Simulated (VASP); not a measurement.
## Ru: single point with PBE

The system is Ru.

```
Ru
1.0
     2.55964    0.00000    0.00000
    -1.27982    2.21671    0.00000
     0.00000    0.00000    4.85210
Ru
2
Direct
  0.33333 0.66667 0.25000
  0.66667 0.33333 0.75000
```

This cell differs from its parent crystal: ratio of the length along z to the lengths across it x 1.2, volume and fractional coordinates fixed.

```yaml
Program: VASP 6.6.1
Task: single point
Functional: PBE
Potentials_or_basis: VASP PAW PBE potentials, release 64 (Ru_pv)
Cutoff: 520 eV
k_mesh: 30 × 30 × 16
Occupations: gaussian, width 0.15 eV
Spin: no spin polarisation
Dipole_correction: no
Further_INCAR_settings: ALGO = Fast; EDIFF = 1e-06; NBANDS = 21
```

The pressure is 11.1 GPa. The band gap on the k mesh is zero (band 14 reaches 13.96 eV, above the bottom of band 15 at 11.61 eV).

Stress tensor (GPa, compression positive):
```
 35.40   0.00   0.00
  0.00  35.40   0.00
  0.00   0.00 -37.57
```

Levels at points of the mesh, in eV from the Fermi level:
```tsv
k point	band 11	band 12	band 13	band 14	band 15	band 16	band 17	band 18
(0.00, 0.00, 0.00)	-2.48	-2.16	-2.16	-0.50	-0.04	-0.04	1.28	1.28
(0.50, 0.00, 0.00)	-2.07	-1.67	-1.10	1.20	2.51	2.65	4.29	6.39
(0.00, 0.00, 0.50)	-2.41	-2.41	-2.41	-2.41	0.74	0.74	0.74	0.74
(0.50, 0.00, 0.50)	-0.42	-0.42	0.41	0.41	2.58	2.58	3.43	3.43
```

Wall time 3.8 min on 1 thread of Intel(R) Xeon(R) 6975P-C (Granite Rapids) (shared host), peak memory 0.44 GiB.
